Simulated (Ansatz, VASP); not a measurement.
Two plane-wave programs on V

File INCAR:

```
PREC = Accurate ; ENCUT = 520
EDIFF = 1E-7 ; ISMEAR = 0
SIGMA = 0.15 ; LREAL = F
LASPH = T ; NELM = 100
ALGO = Fast ; ISIF = 2
LWAVE = F ; LCHARG = F
GGA = PE ; NBANDS = 12
```

KPOINTS

```
Automatic mesh
0
Gamma
  22 22 22
```

POSCAR

```
V
1.0
   -1.5130000000      1.5130000000      1.5583900000
    1.5130000000     -1.5130000000      1.5583900000
    1.5130000000      1.5130000000     -1.5583900000
V
1
Direct
    0.0000000000      0.0000000000      0.0000000000
```

Input for Ansatz:

```yaml
crystal:
  lattice:
    - [-1.513, 1.513, 1.55839]
    - [1.513, -1.513, 1.55839]
    - [1.513, 1.513, -1.55839]
  atoms:
    - { symbol: V, position: [0.0, 0.0, 0.0] }
basis:
  ecutwfc: 420
kpoints:
  mp_grid: { grid: [22, 22, 22] }
hamiltonian:
  xc: pbe
scf:
  occupations: { method: gaussian, width: 0.15 }
output:
  forces: true
  stress: true
  eigenvalues: true
  write_density: true
  write_potential: true
  elf: true
  volumetric_format: npy
```

Change from the starting cell: strain +0.000 along x and y, +0.030 along z, atoms carried along.

Alike in both runs: task single point; functional PBE; k mesh 22 × 22 × 22; occupations gaussian, width 0.15 eV; no spin polarisation.

|  | VASP | Ansatz |
| --- | --- | --- |
| version | VASP 6.6.1 | Ansatz 0.2.0 |
| potentials or method | VASP PAW PBE potentials, release 64 (V_sv), cutoff 520 eV | scalar-relativistic, plane waves, PAW |
| valence electrons in the cell | 13 | 13 |

|  | VASP | Ansatz | Ansatz less VASP |
| --- | --- | --- | --- |
| gap on the k mesh at the Fermi level (eV) | none | none | - |
| pressure (GPa) | -9.2 | -9.4 | -0.20 |
| traceless stress, the component that is largest in VASP (GPa) | -2.07 | -2.07 | -0.008 |

A gap of «none» marks a metal or a gap that the smearing closes.
